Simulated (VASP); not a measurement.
Set up this calculation in VASP 6.6.1, as the native input.

```yaml
Task: single point
Functional: r2SCAN
Dispersion: D4
Potentials_or_basis: VASP PAW PBE potentials, release 64 (Si, C)
Cutoff: 520 eV
k_mesh: 10 × 10 × 5
Occupations: fermi-dirac, width 0.05 eV
Spin: no spin polarisation
Dipole_correction: no
Further_INCAR_settings: ALGO = Normal; EDIFF = 1e-06; NBANDS = 16
```

Crystal: SiC.

```
Si C
1.0
     3.05536    0.00000    0.00000
    -1.52768    2.64602    0.00000
     0.00000    0.00000    5.01412
Si C
2 2
Cartesian
  1.5277 0.8820 2.5071
  0.0000 1.7640 0.0000
  1.5277 0.8820 4.4375
  0.0000 1.7640 1.9304
```

The input as run:

POSCAR

```
SiC
1.0
    3.0553550827      0.0000000000      0.0000000000
   -1.5276775413      2.6460151191      0.0000000000
    0.0000000000      0.0000000000      5.0141197845
Si C
2 2
Direct
    0.6666666667      0.3333333333      0.5000000000
    0.3333333333      0.6666666667      0.0000000000
    0.6666666667      0.3333333333      0.8850000000
    0.3333333333      0.6666666667      0.3850000000
```

INCAR.step1

```
  PREC = Accurate
  ENCUT = 520
  ISMEAR = -1
  SIGMA = 0.05
  LREAL = F
  LASPH = T
  NELM = 100
  NBANDS = 16
  GGA = PE
  ALGO = Normal
  EDIFF = 1E-4
  LWAVE = T
  LCHARG = F
```

INCAR.step2

```
  PREC = Accurate
  ENCUT = 520
  EDIFF = 1E-6
  ISMEAR = -1
  SIGMA = 0.05
  LREAL = F
  LASPH = T
  NELM = 100
  ALGO = Normal
  ISIF = 2
  LWAVE = F
  LCHARG = F
  METAGGA = R2SCAN
  LMIXTAU = T
  IVDW = 13
  VDW_S6 = 1.0
  VDW_S8 = 0.6018749
  VDW_A1 = 0.51559235
  VDW_A2 = 5.77342911
  NBANDS = 16
  ISTART = 1
```

KPOINTS

```
Automatic mesh
0
Gamma
  10 10 5
```

Potentials or basis: VASP PAW PBE potentials, release 64 (Si, C).

Command:

```bash
$ cat potpaw_PBE.64/Si/POTCAR potpaw_PBE.64/C/POTCAR > POTCAR
$ cp INCAR.step1 INCAR
$ mpirun -np 1 vasp_std > vasp.out
$ cp INCAR.step2 INCAR
$ mpirun -np 1 vasp_std > vasp.out
```

Results of the run:

```json
{"Pressure": "3.2 GPa", "Largest force": "0.799 eV/Å", "Band gap on the k mesh": "2.83 eV (least direct gap 4.64 eV)", "Dispersion energy per atom": "-0.125 eV"}
```

Caveat: the cell stands under pressure; the PAW data sets were made with another functional, which shifts forces and pressure a little; an odd mesh through Γ misses points on the zone boundary, where band edges can lie.

Wall time 120 s on 1 thread of Intel Xeon 8259CL, with other jobs on the host, peak memory 0.17 GiB.
